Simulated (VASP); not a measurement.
Here is a VASP 6.6.1 calculation.

Contents of INCAR:

```
  PREC = Accurate
  ENCUT = 520
  EDIFF = 1E-7
  ISMEAR = 0
  SIGMA = 0.02
  LREAL = F
  LASPH = T
  NELM = 100
  ALGO = Normal
  ISIF = 2
  LWAVE = F
  LCHARG = F
  GGA = PE
  NBANDS = 31
```

Contents of KPOINTS:

```
Automatic mesh
0
Gamma
  6 6 4
```

POSCAR

```
HfO2
1.0
    3.6043047840      0.0000000000      0.0000000000
    0.0000000000      3.6043047840      0.0000000000
    0.2368785268      0.0000000000      5.2639672632
Hf O
2 4
Direct
    0.5191783157      0.5000000000      0.5008897841
   -0.0191783157      0.0000000000     -0.0008897841
    0.0021843838      0.5000000000      0.6929659512
    0.4978156162      0.0000000000      0.8070340488
    0.5043643950      0.0000000000      0.3086953133
   -0.0043643950      0.5000000000      0.1913046867
```

Potentials or basis: VASP PAW PBE potentials, release 64 (Hf_pv, O).

The run is started by

```bash
$ cat potpaw_PBE.64/Hf_pv/POTCAR potpaw_PBE.64/O/POTCAR > POTCAR
$ mpirun -np 1 vasp_std > vasp.out
```

Question: What does it give for the pressure?

Answer: -2.3 GPa.

Question: What does it give for the band gap on the k mesh?

Answer: 4.70 eV (least direct gap 4.76 eV).

Forces in eV/Å, atoms in the order of the input:
```
Hf   0.009  0.000 -0.002
Hf  -0.009  0.000  0.002
O   -0.001  0.000 -0.049
O    0.001  0.000  0.049
O    0.040  0.000  0.045
O   -0.040  0.000 -0.045
```

Caveat: spin-orbit coupling is left out, which moves the levels of the heavy elements. A k mesh can miss the band edges.
